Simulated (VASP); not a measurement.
C, 4 atoms in the cell. The structure is hexagonal, space group P6_3/mmc (No. 194). Conventional cell: a = 2.456 Å, b = 2.456 Å, c = 7.011 Å, α = 90.00°, β = 90.00°, γ = 120.00°. C (site symmetry -6m2) has 3 C at 1.42 Å within 1.9 Å. C (site symmetry -6m2) has 3 C at 1.42 Å within 1.9 Å. 

| Property | Result |
| --- | --- |
| Program | VASP 6.6.1 |
| Task | single point |
| Functional | r2SCAN |
| Potentials or basis | VASP PAW PBE potentials, release 64 (C) |
| Cutoff | 520 eV |
| k mesh | 15 × 15 × 5 |
| Occupations | methfessel-paxton, width 0.3 eV |
| Spin | no spin polarisation |
| Dipole correction | no |
| Further INCAR settings | ALGO = Normal; EDIFF = 1e-07; NBANDS = 16 |

Potentials or basis: VASP PAW PBE potentials, release 64 (C).

Command:

```sh
$ cat potpaw_PBE.64/C/POTCAR > POTCAR
$ cp INCAR.step1 INCAR
$ mpirun -np 1 vasp_std > vasp.out
$ cp INCAR.step2 INCAR
$ mpirun -np 1 vasp_std > vasp.out
```

Hardware: 1 thread of Intel(R) Xeon(R) 6975P-C (Granite Rapids) (shared host).

Task: How long does it take, and how much memory?

Result: It took 76 s on 1 thread of Intel(R) Xeon(R) 6975P-C (Granite Rapids), on a shared host, peak memory 0.16 GiB. Counts: k points 81.
